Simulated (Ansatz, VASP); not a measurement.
# AlAs in VASP and in Ansatz

```
Al As
1.0
     0.00000    2.83980    2.83980
     2.83980    0.00000    2.83980
     2.83980    2.83980    0.00000
Al As
1 1
Cartesian
  0.0000 0.0000 0.0000
  4.2597 4.2597 4.2597
```

Change from the starting cell: volume scaled by 1.01, PAW files.

Alike in both runs: task electric field gradients; functional PBEsol; k mesh 10 × 10 × 10; occupations fermi-dirac, width 0.05 eV; no spin polarisation.

```csv
,VASP,Ansatz
version,VASP 6.6.1,Ansatz 0.2.0
potentials or method,"VASP PAW PBE potentials, release 64 (Al, As)","PAW with Ansatz's default frozen-core files, scalar-relativistic"
plane-wave cutoff (eV),400,420
valence electrons in the cell,8,18
```

VASP gave:

- pressure (GPa): 0.1

**Question.** What did Ansatz give for the same quantities?

**Answer.** Pressure (GPa): -0.2.

VASP's potentials were made for PBE, not for PBEsol. VASP's potentials hold 8 valence electrons a cell and Ansatz's 18, so a difference there can come from the potentials and not from the codes.
